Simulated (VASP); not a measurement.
Wanted: the native input for a VASP 6.6.1 run.

```
Task                   : single point
Functional             : LDA
Potentials or basis    : VASP PAW LDA potentials, release 64 (Zn, Se)
Cutoff                 : 520 eV
k mesh                 : 8 × 8 × 8
Occupations            : gaussian, width 0.02 eV
Spin                   : no spin polarisation
Dipole correction      : no
Further INCAR settings : ALGO = Normal; EDIFF = 1e-06; NBANDS = 16
```

The structure of ZnSe (klda) lies in POSCAR:

```
ZnSe
1.0
    0.0000000000      2.7836741061      2.7836741061
    2.7836741061      0.0000000000      2.7836741061
    2.7836741061      2.7836741061      0.0000000000
Zn Se
1 1
Direct
    0.0000000000      0.0000000000      0.0000000000
    0.2500000000      0.2500000000      0.2500000000
```

The input as run:

INCAR

```
SYSTEM = ZnSe
ALGO = Normal
EDIFF = 1E-6
ENCUT = 520
ISIF = 2
ISMEAR = 0
LASPH = .True.
LCHARG = .False.
LREAL = .False.
LWAVE = .False.
NBANDS = 16
NELM = 60
PREC = Accurate
SIGMA = 0.02
```

KPOINTS

```
k-points
0
Gamma
  8 8 8
  0 0 0
```

Potentials or basis: VASP PAW LDA potentials, release 64 (Zn, Se).

Run with:

```sh
$ cat potpaw_LDA.64/Zn/POTCAR potpaw_LDA.64/Se/POTCAR > POTCAR
$ mpirun -np 1 vasp_std > vasp.out
```

It gave:

* Pressure: 0.4 GPa
* Band gap on the k mesh: 1.29 eV, direct

Wall time 20 s on 1 thread of Intel(R) Xeon(R) Platinum 8259CL CPU @ 2.50GHz (Skylake/Cascade Lake) (shared host), peak memory 0.15 GiB.
